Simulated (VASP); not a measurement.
# MgO (Cmcm) in VASP: a series of runs, part 2 of 2

VASP 6.6.1.

### 3 Single point, PBEsol (mode 5 frozen in at +0.024 Å, strain +e along z and -e/2 along x and y -0.0467)

The input, INCAR:

```
  PREC = Accurate
  ENCUT = 520
  EDIFF = 1E-6
  ISMEAR = 0
  SIGMA = 0.05
  LREAL = False
  LASPH = True
  NELM = 80
  ALGO = Normal
  ISIF = 2
  LWAVE = False
  LCHARG = False
  GGA = PS
  NBANDS = 16
```

The input, KPOINTS:

```
Automatic mesh
0
Gamma
  9 9 6
```

The input, POSCAR:

```
MgO
1.0
    3.5763691814      0.0000000000      0.0000000000
   -1.7881845907      3.0972265644      0.0000000000
    0.0000000000      0.0000000000      3.9988201221
Mg O
2 2
Direct
    0.6706976504      0.3413953009      0.7500000000
    0.3293023496      0.6586046991      0.2500000000
    0.6636986988      0.3273973975      0.2500000000
    0.3363013012      0.6726026025      0.7500000000
```

Potentials or basis: VASP PAW PBE potentials, release 64 (Mg, O).

The run is started by

```bash
$ cat potpaw_PBE.64/Mg/POTCAR potpaw_PBE.64/O/POTCAR > POTCAR
$ mpirun -np 1 vasp_std > vasp.out
```

OUTCAR:

```text
PREC = Accurate
   ENCUT = 520
   EDIFF = 1E-6
   ISMEAR = 0
   LREAL = False
   LASPH = True
   NELM = 80
   ISIF = 2
   GGA = PS

 ion  position               nearest neighbor table
   1  0.671  0.341  0.750-   3 2.00   3 2.00   4 2.06   4 2.06   4 2.07   2 2.86   2 2.86   2 2.86
                             2 2.86   2 2.91   2 2.91
   2  0.329  0.659  0.250-   4 2.00   4 2.00   3 2.06   3 2.06   3 2.07   1 2.86   1 2.86   1 2.86
                             1 2.86   1 2.91   1 2.91
   3  0.664  0.327  0.250-   1 2.00   1 2.00   2 2.06   2 2.06   2 2.07
   4  0.336  0.673  0.750-   2 2.00   2 2.00   1 2.06   1 2.06   1 2.07

  LATTYP: Found a hexagonal cell.
 ALAT       =     3.5763691814
 C/A-ratio  =     1.1181228557

  Lattice vectors:

 A1 = (   3.5763691814,   0.0000000000,   0.0000000000)
 A2 = (  -1.7881845907,   3.0972265644,   0.0000000000)
 A3 = (   0.0000000000,   0.0000000000,   3.9988201221)

Analysis of symmetry for initial positions (statically):
=====================================================================
 Subroutine PRICEL returns:
 Original cell was already a primitive cell.

 Routine SETGRP: Setting up the symmetry group for a
 hexagonal supercell.

 Subroutine GETGRP returns: Found  8 space group operations
 (whereof  4 operations were pure point group operations)
 out of a pool of 24 trial point group operations.

The static configuration has the point symmetry C_2h.
 The point group associated with its full space group is D_2h.

Analysis of symmetry for dynamics (positions and initial velocities):
=====================================================================
 Subroutine PRICEL returns:
 Original cell was already a primitive cell.

 Routine SETGRP: Setting up the symmetry group for a
 hexagonal supercell.

 Subroutine GETGRP returns: Found  8 space group operations
 (whereof  4 operations were pure point group operations)
 out of a pool of 24 trial point group operations.

The dynamic configuration has the point symmetry C_2h.
 The point group associated with its full space group is D_2h.

 Subroutine INISYM returns: Found  8 space group operations
 (whereof  4 operations are pure point group operations),
 and found     1 'primitive' translations

----------------------------------------------------------------------------------------

                                     Primitive cell

  volume of cell :      44.2942

  direct lattice vectors                    reciprocal lattice vectors
     3.576369181  0.000000000  0.000000000     0.279613191  0.161434751  0.000000000
    -1.788184591  3.097226564  0.000000000     0.000000000  0.322869503  0.000000000
     0.000000000  0.000000000  3.998820122     0.000000000  0.000000000  0.250073764

  length of vectors
     3.576369181  3.576369181  3.998820122     0.322869503  0.322869503  0.250073764

  position of ions in fractional coordinates (direct lattice)
     0.670697650  0.341395301  0.750000000
     0.329302350  0.658604699  0.250000000
     0.663698699  0.327397398  0.250000000
     0.336301301  0.672602602  0.750000000

  ion indices of the primitive-cell ions
   primitive index   ion index
                 1           1
                 2           2
                 3           3
                 4           4

----------------------------------------------------------------------------------------

 KPOINTS: Automatic mesh

Automatic generation of k-mesh.
 Grid dimensions read from file:
 generate k-points for:    9    9    6

 Generating k-lattice:

  Cartesian coordinates                     Fractional coordinates (reciprocal lattice)
     0.031068132  0.017937195  0.000000000     0.111111111 -0.000000000  0.000000000
     0.000000000  0.035874389  0.000000000     0.000000000  0.111111111  0.000000000
     0.000000000  0.000000000  0.041678961     0.000000000  0.000000000  0.166666667

  Length of vectors
     0.035874389  0.035874389  0.041678961

  Shift w.r.t. Gamma in fractional coordinates (k-lattice)
     0.000000000  0.000000000  0.000000000

 Subroutine IBZKPT returns following result:
 ===========================================

 Found    100 irreducible k-points:

 Following reciprocal coordinates:
            Coordinates               Weight
  0.000000  0.000000  0.000000      1.000000
  0.111111 -0.000000  0.000000      4.000000
  0.000000  0.111111  0.000000      2.000000
  0.222222  0.000000  0.000000      4.000000
  0.000000  0.222222  0.000000      2.000000
  0.333333  0.000000  0.000000      4.000000
[... 16 lines left out ...]
 -0.222222 -0.444444  0.000000      4.000000
  0.444444  0.333333  0.000000      4.000000
 [... further k-points ...]
   k-points           NKPTS =    100   k-points in BZ     NKDIM =    100   number of bands    NBANDS=     16
   number of dos      NEDOS =    301   number of ions     NIONS =      4
   total plane-waves  NPLWV =  23520
   dimension x,y,z NGX =    28 NGY =   28 NGZ =   30
   dimension x,y,z NGXF=    56 NGYF=   56 NGZF=   60
   ions per type =               2   2
   NGX,Y,Z   is equivalent  to a cutoff of  13.02, 13.02, 12.47 a.u.
   NGXF,Y,Z  is equivalent  to a cutoff of  26.03, 26.03, 24.94 a.u.
 SYSTEM =  unknown system
   PREC   = accura    normal or accurate (medium, high low for compatibility)
   ISTART =      0    job   : 0-new  1-cont  2-samecut
   ICHARG =      2    charge: 1-file 2-atom 10-const
   ISPIN  =      1    spin polarized calculation?
   LNONCOLLINEAR =      F non collinear calculations
   LSORBIT =      F    spin-orbit coupling
   LASPH  =      T    aspherical Exc in radial PAW
   ENCUT  =  520.0 eV  38.22 Ry    6.18 a.u.   6.65  6.65  7.44*2*pi/ulx,y,z
   NELM   =     80;   NELMIN=  2; NELMDL= -5     # of ELM steps
   EDIFF  = 0.1E-05   stopping-criterion for ELM
   LREAL  =      F    real-space projection
   EDIFFG = 0.1E-04   stopping-criterion for IOM
   NSW    =      0    number of steps for IOM
   IBRION =     -1    ionic relax: 0-MD 1-quasi-New 2-CG
   NFREE  =      0    steps in history (QN), initial steepest desc. (CG)
   ISIF   =      2    stress and relaxation
   ISYM   =      2    0-nonsym 1-usesym 2-fastsym
   POTIM  = 0.5000    time-step for ionic-motion
   TEBEG  =    0.0;   TEEND  =   0.0 temperature during run
   PSTRESS=    0.0 pullay stress
   NELECT =      16.0000    total number of electrons
   NUPDOWN=      -1.0000    fix difference up-down
   EMIN   =  10.00;   EMAX   =-10.00  energy-range for DOS
   EFERMI =   0.00;   METHOD = LEGACY
   ISMEAR =     0;   SIGMA  =   0.05  broadening in eV -4-tet -1-fermi 0-gaus
   EFERMI_NEDOS =   21; number of points for ismear=-14 and -15
   IALGO  =     38    algorithm
   IMIX   =      4    mixing-type and parameters
     AMIX     =   0.40;   BMIX     =  1.00
     AMIX_MAG =   1.60;   BMIX_MAG =  1.00
  volume/ion in A,a.u.               =      11.07        74.73
  Fermi-wavevector in a.u.,A,eV,Ry     =   1.165912  2.203254 18.495090  1.359351
  Thomas-Fermi vector in A             =   2.302432
   LORBIT       =      0    0 simple, 1 ext, 2 COOP (PROOUT), +10 PAW based schemes
   GGA     = PS    functional components
   LHFCALC =     F    Hartree Fock is set to
   AEXX    =    0.0000 exact exchange contribution
   IVDW    =     0    specifies the selected vdW correction
   LEPSILON=     F    determine dielectric tensor
   LRPA    =     F    only Hartree local field effects (RPA)
 non-spin polarized calculation
 Gauss-broadening in eV      SIGMA  =   0.05
  energy-cutoff  :      520.00
  volume of cell :       44.29
 maximum number of plane-waves:      1226
   NGX = 13   NGY = 13   NGZ = 15

 number of electron      15.9999993 magnetization

 Free energy of the ion-electron system (eV)
  ---------------------------------------------------
  ext. energy  EPLUGINS =         0.00000000
  ---------------------------------------------------
  free energy    TOTEN  =       -24.66274064 eV

  energy without entropy =      -24.66274064  energy(sigma->0) =      -24.66274064

 E-fermi :   1.9895     XC(G=0): -10.2548

 val. band max:        1.7012769924   @ k =   0.0000   0.0000   0.0000
 cond. band min:       5.0592784701   @ k =   0.0000   0.0000   0.0000
 fundamental gap:      3.3580014777
 Fermi energy:         1.9894742854

 k-point     1 :       0.0000    0.0000    0.0000
  band No.  band energies     occupation
      1     -15.0541      2.00000
      2     -13.5395      2.00000
      3      -1.6993      2.00000
      4      -0.0670      2.00000
      5      -0.0327      2.00000
      6       1.0308      2.00000
[... 433 lines left out ...]
      3      -1.8346      2.00000
      4      -0.5391      2.00000
      5      -0.4232      2.00000
      6      -0.0326      2.00000
[... 8 lines left out ...]
     15      16.3259      0.00000
     16      16.8106      0.00000

 [... further k-points ...]
[... 5 lines left out ...]
  --------------------------------------------------------------------------------------
  -------------------------------------------------------------------------------------
  Total       -0.8676834     -0.9414306      3.1333729      0.0000000      0.0000000      0.0000000
  in kB      -31.3851847    -34.0527135    113.3379842      0.0000000      0.0000000      0.0000000
  external PRESSURE =      15.9666953 kB  Pullay stress =       0.0000000 kB

 VOLUME and BASIS-vectors are now :
 -----------------------------------------------------------------------------
  energy-cutoff  :      520.00
  volume of cell :       44.29
      direct lattice vectors                 reciprocal lattice vectors
     3.576369181  0.000000000  0.000000000     0.279613191  0.161434751  0.000000000
    -1.788184591  3.097226564  0.000000000     0.000000000  0.322869503  0.000000000
     0.000000000  0.000000000  3.998820122     0.000000000  0.000000000  0.250073764

 POSITION                                       TOTAL-FORCE (eV/Angst)
 -----------------------------------------------------------------------------------
      1.78818      1.05738      2.99912         0.000000     -0.175537      0.000000
      0.00000      2.03985      0.99971        -0.000000      0.175537      0.000000
      1.78818      1.01402      0.99971         0.000000      0.115663     -0.000000
     -0.00000      2.08320      2.99912        -0.000000     -0.115663      0.000000
 -----------------------------------------------------------------------------------
    total drift:                                0.000000     -0.000000      0.000000

  FREE ENERGIE OF THE ION-ELECTRON SYSTEM (eV)
  ---------------------------------------------------
  free  energy   TOTEN  =       -24.6627406372 eV

  energy  without entropy=      -24.6627406372  energy(sigma->0) =      -24.66274064
```

Run time: 63 s. Hardware: 1 thread of Intel Xeon Platinum 8488C (Sapphire Rapids), shared host; peak memory 0.2 GiB.

What came out:

```
Free energy            : -24.6627 eV
Pressure               : 1.6 GPa
Largest force          : 0.176 eV/Å
Band gap on the k mesh : 3.36 eV, direct
```

Forces on the atoms (eV/Å):
```
Mg   0.000 -0.176  0.000
Mg   0.000  0.176  0.000
O    0.000  0.116  0.000
O    0.000 -0.116  0.000
```

Caveat: the cell differs from its parent crystal (mode 5 frozen in at +0.024 Å, strain +e along z and -e/2 along x and y -0.0467); the PAW data sets were made with another functional, which shifts forces and pressure a little.
